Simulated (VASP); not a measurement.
Wanted: the native input for a VASP 6.6.1 run.

```
Task                   : single point
Functional             : PBE
Potentials or basis    : VASP PAW PBE potentials, release 64 (Hf_pv)
Cutoff                 : 520 eV
k mesh                 : 6 × 6 × 2
Occupations            : gaussian, width 0.1 eV
Spin                   : no spin polarisation
Dipole correction      : no
Further INCAR settings : ALGO = Fast; EDIFF = 1e-06; NBANDS = 22
```

The structure of Hf lies in POSCAR:

```
Hf
1.0
    3.1850790300      0.0000000000      0.0000000000
   -1.5925395100      2.7583593500      0.0000000000
    0.0000000000      0.0000000000      7.6259434200
Hf
3
Direct
    0.0000000000      0.0000000000      0.0000000000
    0.6666666700      0.3333333300      0.6860385200
    0.3333333300      0.6666666700      0.3139614800
```

One way to write it, as run:

INCAR

```
PREC = Accurate
ENCUT = 520
EDIFF = 1E-6
ISMEAR = 0
SIGMA = 0.1
LREAL = F
LASPH = T
NELM = 80
ALGO = Fast
ISIF = 2
LWAVE = F
LCHARG = T
GGA = PE
LELF = T
LVHAR = T
NBANDS = 22
```

KPOINTS

```
Automatic mesh
0
Gamma
  6 6 2
```

Potentials or basis: VASP PAW PBE potentials, release 64 (Hf_pv).

The run is started by

```bash
$ cat potpaw_PBE.64/Hf_pv/POTCAR > POTCAR
$ mpirun -np 1 vasp_std > vasp.out
```

Results of the run:

```yaml
Pressure: 1.8 GPa
Largest_force: 1.045 eV/Å
Band_gap_on_the_k_mesh: zero (band 15 reaches 5.92 eV, above the bottom of band 16 at 4.66 eV)
```

Caveat: the k points lie up to 0.41 Å⁻¹ apart; spin-orbit coupling is left out, which moves the levels of the heavy elements; forces of over 1 eV/Å act on the atoms, so gaps and moduli don't describe the material at rest.

It took 19 s on 1 thread of Intel(R) Xeon(R) Platinum 8488C (Sapphire Rapids) (shared host), peak memory 0.17 GiB.
